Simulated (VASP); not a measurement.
Runs of VASP 6.6.1 on AlN. The structure is that of space group P6_3mc (No. 186), or close to it. The cells are those of the table. 

```tsv
task	level	cell	k mesh	cutoff (eV)	smearing	grid for exact exchange (PRECFOCK)	screening parameter	gap on the mesh (eV)	pressure (GPa)	relaxed volume (Å³/atom)	largest force (eV/Å)
single point	BLYP	a = 3.113, b = 3.113, c = 4.981 Å, angles 90.0, 90.0, 120.0°, 4 atoms	10 × 10 × 6	520	fermi-dirac 0.05 eV	-	-	4.50	(a)	-	0.11
single point	HSE06	a = 3.113, b = 3.113, c = 4.981 Å, angles 90.0, 90.0, 120.0°, 4 atoms	5 × 5 × 3	520	methfessel-paxton 0.05 eV	Normal	0.2079 1/Å	5.58	-1.7	-	0.13
single point	BLYP	a = 3.154, b = 3.154, c = 5.047 Å, angles 90.0, 90.0, 120.0°, 4 atoms	10 × 10 × 6	520	fermi-dirac 0.05 eV	-	-	4.15	-0.7	-	(c)
relaxation of cell and atoms	revPBE+D4	relaxed from a = 3.113, b = 3.113, c = 4.981 Å, angles 90.0, 90.0, 120.0°, 4 atoms	10 × 10 × 6	600	fermi-dirac 0.05 eV	-	-	4.41	0.0	10.23	0.01
single point	PBEsol	a = 3.113, b = 3.113, c = 4.981 Å, angles 90.0, 90.0, 120.0°, 4 atoms	10 × 10 × 6	520	fermi-dirac 0.05 eV	-	-	4.15	0.2	-	0.13
relaxation of cell and atoms	PBEsol	relaxed to 10 GPa from a = 3.113, b = 3.113, c = 4.981 Å, angles 90.0, 90.0, 120.0°, 4 atoms	10 × 10 × 6	600	fermi-dirac 0.05 eV	-	-	4.50	10.1	-	-
single point	r2SCAN0	a = 3.113, b = 3.113, c = 4.981 Å, angles 90.0, 90.0, 120.0°, 4 atoms	5 × 5 × 3	520	fermi-dirac 0.05 eV	Normal	-	(b)	-4.4	-	0.13
single point	PBE	a = 3.113, b = 3.113, c = 4.981 Å, angles 90.0, 90.0, 120.0°, 4 atoms	10 × 10 × 6	520	gaussian 0.026 eV	-	-	4.22	3.5	-	0.13
relaxation of cell and atoms	BLYP+D4	relaxed from a = 3.113, b = 3.113, c = 4.981 Å, angles 90.0, 90.0, 120.0°, 4 atoms	10 × 10 × 6	600	fermi-dirac 0.05 eV	-	-	4.62	0.0	10.31	0.01
single point	PBEsol	a = 3.113, b = 3.113, c = 4.983 Å, angles 90.0, 90.0, 120.0°, 4 atoms	10 × 10 × 6	520	fermi-dirac 0.05 eV	-	-	(d)	0.1	-	-
single point	PBEsol	a = 3.238, b = 3.238, c = 4.981 Å, angles 90.0, 90.0, 120.0°, 4 atoms	8 × 8 × 5	600	fermi-dirac 0.05 eV	-	-	3.39	-13.4	-	0.46
relaxation of cell and atoms	PBEsol	relaxed to 30 GPa from a = 3.113, b = 3.113, c = 4.981 Å, angles 90.0, 90.0, 120.0°, 4 atoms	10 × 10 × 6	600	fermi-dirac 0.05 eV	-	-	5.02	29.9	-	-
```

Alike in all rows: potentials or basis VASP PAW PBE potentials, release 64 (Al, N); no spin polarisation.

Q: Fill in the values left out.

A: (a) 7.1; (b) 6.76; (c) 0.09; (d) 4.12.

Caveats: some runs use coarse meshes; the PAW data sets were made with another functional, which shifts forces and pressure a little (some runs); the cell is relaxed towards a set pressure, so the enthalpy falls and the energy may rise (some runs).

A k mesh can miss the band edges.
